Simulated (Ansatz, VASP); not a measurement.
# One calculation of AlGaN2, two programs

```
CELL_PARAMETERS angstrom
3.26536 0.00000 0.00000
0.00000 3.26536 0.00000
0.00000 0.00000 3.83059
ATOMIC_POSITIONS crystal
Al 0.50000 0.50000 0.50000
Ga 0.00000 0.00000 0.00000
N 0.50000 0.00000 0.73622
N 0.00000 0.50000 0.26378
```

Alike in both runs: functional LDA; k mesh 8 × 8 × 6; occupations gaussian, width 0.05 eV; no spin polarisation.

Ansatz relaxed the structure, and its values are those at the end. VASP's run is a single point on that final structure, the one shown.

```csv
,VASP,Ansatz
version,VASP 6.6.1,Ansatz 0.2.0
potentials or method,"VASP PAW LDA potentials, release 64 (Al, Ga_d, N), cutoff 520 eV","scalar-relativistic, plane waves, PAW"
valence electrons in the cell,26,26
```

|  | VASP | Ansatz | Ansatz less VASP |
| --- | --- | --- | --- |
| gap on the k mesh at the Fermi level (eV) | 3.12 | 3.14 | +0.016 |
| least direct gap on the mesh (eV) | 3.12 | 3.14 | +0.016 |
| pressure (GPa) | 6.6 | 5.6 | -1.01 |
| rms of the force components (eV/Å) | 0.011 | 0.000 | -0.0107 |

Ansatz warns that its potentials were made for another functional, while VASP's fit it. LDA's correlation is that of Perdew and Zunger in VASP and of Perdew and Wang (1992) in Ansatz. Ansatz's warnings: stress scf threshold loose.
